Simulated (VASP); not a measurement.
# CuSb (F-43m) in VASP: notebook

The runs below take CuSb through single point, with r2SCAN.

All numbers are computed with VASP 6.6.1; they aren't measurements. Logs are shortened: lines on timing, memory, paths and dates and some standing lists are left out, and cuts for length are marked.

### 1 The cell of the first run

It takes space group F-43m (No. 216, cubic). Conventional cell: a = 5.800 Å, b = 5.800 Å, c = 5.800 Å, α = 90.00°, β = 90.00°, γ = 90.00°. Within 3.3 Å of Cu (site symmetry -43m) lie 4 Sb at 2.51 Å. Within 3.3 Å of Sb (site symmetry -43m) lie 4 Cu at 2.51 Å.

### 2 Single point, r2SCAN

File POSCAR:

```
CuSb
1.0
    0.0000000000      2.9001448414      2.9001448414
    2.9001448414      0.0000000000      2.9001448414
    2.9001448414      2.9001448414      0.0000000000
Cu Sb
1 1
Direct
    0.0000000000      0.0000000000      0.0000000000
    0.2500000000      0.2500000000      0.2500000000
```

File INCAR.step1:

```
PREC     = Accurate       # precision mode
ENCUT    = 660            # plane-wave cutoff, eV
ISMEAR   = -1             # smearing method
SIGMA    = 0.001          # smearing width, eV
LREAL    = False          # projectors in reciprocal space
LASPH    = True           # aspherical terms in the spheres
NELM     = 120            # most SCF steps
NBANDS   = 15             # bands
GGA      = PE             # functional
ALGO     = Normal         # electronic algorithm
EDIFF    = 1E-5           # SCF threshold, eV
LWAVE    = True           # write WAVECAR
LCHARG   = False          # write CHGCAR
GGA_COMPAT= False
```

File INCAR.step2:

```
PREC     = Accurate       # precision mode
ENCUT    = 660            # plane-wave cutoff, eV
EDIFF    = 1E-6           # SCF threshold, eV
ISMEAR   = -1             # smearing method
SIGMA    = 0.001          # smearing width, eV
LREAL    = False          # projectors in reciprocal space
LASPH    = True           # aspherical terms in the spheres
NELM     = 120            # most SCF steps
ALGO     = Normal         # electronic algorithm
ISIF     = 2              # what is computed and relaxed
LWAVE    = False          # write WAVECAR
LCHARG   = True           # write CHGCAR
METAGGA  = R2SCAN         # meta-GGA
LMIXTAU  = True         
LELF     = True           # ELF
LVHAR    = True         
NBANDS   = 15             # bands
ISTART   = 1            
GGA_COMPAT= False
```

File KPOINTS:

```
regular mesh
0
Gamma
  10 10 10
```

Potentials or basis: VASP PAW PBE potentials, release 64 (Cu, Sb).

On the command line:

```bash
cat potpaw_PBE.64/Cu/POTCAR potpaw_PBE.64/Sb/POTCAR > POTCAR
cp INCAR.step1 INCAR
mpirun -np 1 vasp_std > vasp.out
cp INCAR.step2 INCAR
mpirun -np 1 vasp_std > vasp.out
```

OUTCAR:

```text
PREC = Accurate
   ENCUT = 660
   EDIFF = 1E-6
   ISMEAR = -1
   LREAL = False
   LASPH = True
   NELM = 120
   ISIF = 2
   METAGGA = R2SCAN
   ISTART = 1

 ion  position               nearest neighbor table
   1  0.000  0.000  0.000-   2 2.51   2 2.51   2 2.51   2 2.51
   2  0.250  0.250  0.250-   1 2.51   1 2.51   1 2.51   1 2.51

  LATTYP: Found a face centered cubic cell.
 ALAT       =     5.8002896828

  Lattice vectors:

 A1 = (   0.0000000000,   2.9001448414,   2.9001448414)
 A2 = (   2.9001448414,   0.0000000000,   2.9001448414)
 A3 = (   2.9001448414,   2.9001448414,   0.0000000000)

Analysis of symmetry for initial positions (statically):
=====================================================================
 Subroutine PRICEL returns:
 Original cell was already a primitive cell.

 Routine SETGRP: Setting up the symmetry group for a
 face centered cubic supercell.

 Subroutine GETGRP returns: Found 24 space group operations
 (whereof 24 operations were pure point group operations)
 out of a pool of 48 trial point group operations.

The static configuration has the point symmetry T_d .

Analysis of symmetry for dynamics (positions and initial velocities):
=====================================================================
 Subroutine PRICEL returns:
 Original cell was already a primitive cell.

 Routine SETGRP: Setting up the symmetry group for a
 face centered cubic supercell.

 Subroutine GETGRP returns: Found 24 space group operations
 (whereof 24 operations were pure point group operations)
 out of a pool of 48 trial point group operations.

The dynamic configuration has the point symmetry T_d .

 Subroutine INISYM returns: Found 24 space group operations
 (whereof 24 operations are pure point group operations),
 and found     1 'primitive' translations

----------------------------------------------------------------------------------------

                                     Primitive cell

  volume of cell :      48.7853

  direct lattice vectors                    reciprocal lattice vectors
     0.000000000  2.900144841  2.900144841    -0.172405182  0.172405182  0.172405182
     2.900144841  0.000000000  2.900144841     0.172405182 -0.172405182  0.172405182
     2.900144841  2.900144841  0.000000000     0.172405182  0.172405182 -0.172405182

  length of vectors
     4.101424168  4.101424168  4.101424168     0.298614535  0.298614535  0.298614535

  position of ions in fractional coordinates (direct lattice)
     0.000000000  0.000000000  0.000000000
     0.250000000  0.250000000  0.250000000

  ion indices of the primitive-cell ions
   primitive index   ion index
                 1           1
                 2           2

----------------------------------------------------------------------------------------

 KPOINTS: regular mesh

Automatic generation of k-mesh.
 Grid dimensions read from file:
 generate k-points for:   10   10   10

 Generating k-lattice:

  Cartesian coordinates                     Fractional coordinates (reciprocal lattice)
    -0.017240518  0.017240518  0.017240518     0.100000000  0.000000000  0.000000000
     0.017240518 -0.017240518  0.017240518     0.000000000  0.100000000  0.000000000
     0.017240518  0.017240518 -0.017240518     0.000000000  0.000000000  0.100000000

  Length of vectors
     0.029861454  0.029861454  0.029861454

  Shift w.r.t. Gamma in fractional coordinates (k-lattice)
     0.000000000  0.000000000  0.000000000

 Subroutine IBZKPT returns following result:
 ===========================================

 Found     47 irreducible k-points:

 Following reciprocal coordinates:
            Coordinates               Weight
  0.000000  0.000000  0.000000      1.000000
  0.100000  0.000000  0.000000      8.000000
  0.200000  0.000000  0.000000      8.000000
  0.300000  0.000000  0.000000      8.000000
  0.400000  0.000000  0.000000      8.000000
  0.500000  0.000000  0.000000      4.000000
[... 16 lines left out ...]
  0.300000  0.300000  0.000000      6.000000
  0.400000  0.300000  0.000000     24.000000
 [... further k-points ...]
   k-points           NKPTS =     47   k-points in BZ     NKDIM =     47   number of bands    NBANDS=     15
   number of dos      NEDOS =    301   number of ions     NIONS =      2
   total plane-waves  NPLWV =  46656
   dimension x,y,z NGX =    36 NGY =   36 NGZ =   36
   dimension x,y,z NGXF=    72 NGYF=   72 NGZF=   72
   ions per type =               1   1
   NGX,Y,Z   is equivalent  to a cutoff of  14.59, 14.59, 14.59 a.u.
   NGXF,Y,Z  is equivalent  to a cutoff of  29.18, 29.18, 29.18 a.u.
 SYSTEM =  unknown system
   PREC   = accura    normal or accurate (medium, high low for compatibility)
   ISTART =      1    job   : 0-new  1-cont  2-samecut
   ICHARG =      0    charge: 1-file 2-atom 10-const
   ISPIN  =      1    spin polarized calculation?
   LNONCOLLINEAR =      F non collinear calculations
   LSORBIT =      F    spin-orbit coupling
   LASPH  =      T    aspherical Exc in radial PAW
   ENCUT  =  660.0 eV  48.51 Ry    6.96 a.u.   8.59  8.59  8.59*2*pi/ulx,y,z
   NELM   =    120;   NELMIN=  2; NELMDL=  0     # of ELM steps
   EDIFF  = 0.1E-05   stopping-criterion for ELM
   LREAL  =      F    real-space projection
   EDIFFG = 0.1E-04   stopping-criterion for IOM
   NSW    =      0    number of steps for IOM
   IBRION =     -1    ionic relax: 0-MD 1-quasi-New 2-CG
   NFREE  =      0    steps in history (QN), initial steepest desc. (CG)
   ISIF   =      2    stress and relaxation
   ISYM   =      2    0-nonsym 1-usesym 2-fastsym
   POTIM  = 0.5000    time-step for ionic-motion
   TEBEG  =    0.0;   TEEND  =   0.0 temperature during run
   PSTRESS=    0.0 pullay stress
   NELECT =      16.0000    total number of electrons
   NUPDOWN=      -1.0000    fix difference up-down
   EMIN   =  10.00;   EMAX   =-10.00  energy-range for DOS
   EFERMI =   0.00;   METHOD = LEGACY
   ISMEAR =    -1;   SIGMA  =   0.00  broadening in eV -4-tet -1-fermi 0-gaus
   EFERMI_NEDOS =   21; number of points for ismear=-14 and -15
   IALGO  =     38    algorithm
   IMIX   =      4    mixing-type and parameters
     AMIX     =   0.40;   BMIX     =  1.00
     AMIX_MAG =   1.60;   BMIX_MAG =  1.00
  volume/ion in A,a.u.               =      24.39       164.61
  Fermi-wavevector in a.u.,A,eV,Ry     =   1.128977  2.133457 17.341841  1.274589
  Thomas-Fermi vector in A             =   2.265669
   LORBIT       =      0    0 simple, 1 ext, 2 COOP (PROOUT), +10 PAW based schemes
   METAGGA = R2SCAN    functional components
   LHFCALC =     F    Hartree Fock is set to
   AEXX    =    0.0000 exact exchange contribution
   IVDW    =     0    specifies the selected vdW correction
   LEPSILON=     F    determine dielectric tensor
   LRPA    =     F    only Hartree local field effects (RPA)
 non-spin polarized calculation
  energy-cutoff  :      660.00
  volume of cell :       48.79
 maximum number of plane-waves:      1901
 NGX is ok and might be reduce to    36
   NGX = 17   NGY = 17   NGZ = 17

 number of electron      16.0000008 magnetization

 Free energy of the ion-electron system (eV)
  ---------------------------------------------------
  ext. energy  EPLUGINS =         0.00000000
  ---------------------------------------------------
  free energy    TOTEN  =       -35.85433096 eV

  energy without entropy =      -35.85430198  energy(sigma->0) =      -35.85431647

 E-fermi :   4.8966     XC(G=0): -10.1927

 val. band max:        4.8417639238   @ k =   0.5000   0.3000   0.1000
 cond. band min:       4.8974796290   @ k =   0.4000   0.2000   0.0000
 fundamental gap:      0.0557157052
 Fermi energy:         4.8965923259

 k-point     1 :       0.0000    0.0000    0.0000
  band No.  band energies     occupation
      1      -6.1882      2.00000
      2       1.1744      2.00000
      3       1.1744      2.00000
      4       1.1744      2.00000
      5       1.8364      2.00000
      6       1.8364      2.00000
      7       7.6691      0.00000
      8       7.6691      0.00000
      9       7.6691      0.00000
     10      10.2949      0.00000
     11      11.0346      0.00000
     12      11.0346      0.00000
     13      11.0346      0.00000
     14      14.2690      0.00000
     15      16.5859      0.00000

 k-point     2 :       0.1000    0.0000    0.0000
  band No.  band energies     occupation
      1      -6.0796      2.00000
      2       1.1327      2.00000
      3       1.1900      2.00000
      4       1.1900      2.00000
      5       1.8324      2.00000
      6       1.8324      2.00000
      7       6.5315      0.00000
      8       7.4491      0.00000
      9       7.4491      0.00000
     10      10.4564      0.00000
     11      11.3122      0.00000
     12      11.3122      0.00000
     13      11.6860      0.00000
     14      14.9269      0.00000
     15      15.6742      0.00000

 k-point     3 :       0.2000    0.0000    0.0000
  band No.  band energies     occupation
      1      -5.7680      2.00000
      2       1.0057      2.00000
      3       1.2278      2.00000
      4       1.2278      2.00000
      5       1.8270      2.00000
      6       1.8270      2.00000
      7       4.7534      2.00000
      8       6.9889      0.00000
      9       6.9889      0.00000
     10      10.1163      0.00000
     11      11.7892      0.00000
     12      11.7892      0.00000
     13      13.2369      0.00000
     14      15.2030      0.00000
     15      15.2080      0.00000

 k-point     4 :       0.3000    0.0000    0.0000
  band No.  band energies     occupation
      1      -5.3086      2.00000
      2       0.7715      2.00000
      3       1.2665      2.00000
      4       1.2665      2.00000
      5       1.8333      2.00000
      6       1.8333      2.00000
      7       3.2296      2.00000
      8       6.5422      0.00000
      9       6.5422      0.00000
     10       9.8132      0.00000
     11      11.9156      0.00000
     12      11.9156      0.00000
     13      14.1519      0.00000
     14      15.4402      0.00000
     15      15.7132      0.00000
[... 307 lines left out ...]
 k-point    22 :      -0.2000    0.2000    0.0000
  band No.  band energies     occupation
      1      -5.1502      2.00000
      2       0.8252      2.00000
      3       1.2255      2.00000
      4       1.2997      2.00000
      5       1.7948      2.00000
      6       1.8666      2.00000
      7       3.5965      2.00000
      8       4.4375      2.00000
      9       6.6234      0.00000
     10      10.9328      0.00000
     11      12.2608      0.00000
     12      12.3789      0.00000
     13      12.9464      0.00000
     14      14.3686      0.00000
     15      17.4503      0.00000

 k-point    23 :       0.3000    0.3000    0.0000
  band No.  band energies     occupation
      1      -4.9971      2.00000
      2       0.6348      2.00000
      3       1.3959      2.00000
      4       1.3959      2.00000
      5       1.7567      2.00000
      6       1.8749      2.00000
      7       3.8806      2.00000
      8       4.9675      0.00000
      9       4.9675      0.00000
     10       8.9997      0.00000
     11      10.2148      0.00000
     12      15.1603      0.00000
     13      15.1603      0.00000
     14      16.4110      0.00000
     15      17.6263      0.00000

 k-point    24 :       0.4000    0.3000    0.0000
  band No.  band energies     occupation
      1      -4.6171      2.00000
      2       0.4658      2.00000
      3       1.4372      2.00000
      4       1.4549      2.00000
      5       1.7919      2.00000
      6       1.8813      2.00000
      7       3.1149      2.00000
      8       4.3612      2.00000
      9       4.6616      2.00000
     10       9.1478      0.00000
     11      10.1258      0.00000
     12      15.1684      0.00000
     13      15.4647      0.00000
     14      18.2080      0.00000
     15      18.3755      0.00000

 [... further k-points ...]

------------------------ aborting loop because EDIFF is reached ----------------------------------------

  FORCE on cell =-STRESS in cart. coord.  units (eV):
  Direction    XX          YY          ZZ          XY          YZ          ZX
  --------------------------------------------------------------------------------------
  -------------------------------------------------------------------------------------
  Total        0.0031057      0.0031057      0.0031057      0.0000000     -0.0000000      0.0000000
  in kB        0.1019971      0.1019971      0.1019971      0.0000000     -0.0000000      0.0000000
  external PRESSURE =       0.1019971 kB  Pullay stress =       0.0000000 kB

 VOLUME and BASIS-vectors are now :
 -----------------------------------------------------------------------------
  energy-cutoff  :      660.00
  volume of cell :       48.79
      direct lattice vectors                 reciprocal lattice vectors
     0.000000000  2.900144841  2.900144841    -0.172405182  0.172405182  0.172405182
     2.900144841  0.000000000  2.900144841     0.172405182 -0.172405182  0.172405182
     2.900144841  2.900144841  0.000000000     0.172405182  0.172405182 -0.172405182

 POSITION                                       TOTAL-FORCE (eV/Angst)
 -----------------------------------------------------------------------------------
      0.00000      0.00000      0.00000         0.000000      0.000000      0.000000
      1.45007      1.45007      1.45007        -0.000000     -0.000000     -0.000000
 -----------------------------------------------------------------------------------
    total drift:                               -0.000000     -0.000000     -0.000000

  FREE ENERGIE OF THE ION-ELECTRON SYSTEM (eV)
  ---------------------------------------------------
  free  energy   TOTEN  =       -35.8543309560 eV

  energy  without entropy=      -35.8543019814  energy(sigma->0) =      -35.85431647
```

It took 1.9 min on 1 thread of Intel Xeon 6975P-C (Granite Rapids), shared host; peak memory 0.24 GiB.

Results:

```yaml
Free_energy: -35.8543 eV
Pressure: 0.0 GPa
Band_gap_on_the_k_mesh: zero (bands 8 and 9 overlap by 4.08 eV)
```

Levels at points of the mesh, in eV from the Fermi level:
| k point | band 6 | band 7 | band 8 | band 9 | band 10 | band 11 |
| --- | --- | --- | --- | --- | --- | --- |
| (0.00, 0.00, 0.00) | -3.06 | 2.77 | 2.77 | 2.77 | 5.40 | 6.14 |
| (0.50, 0.00, 0.00) | -3.03 | -2.87 | 1.23 | 1.23 | 4.68 | 6.81 |
| (0.50, 0.50, 0.00) | -2.91 | -2.69 | -0.88 | -0.88 | 3.84 | 4.07 |

Caveat: the PAW data sets were made with another functional, which shifts forces and pressure a little; spin-orbit coupling is left out, which moves the levels of the heavy elements.

(Part 1 of 2 ends here.)
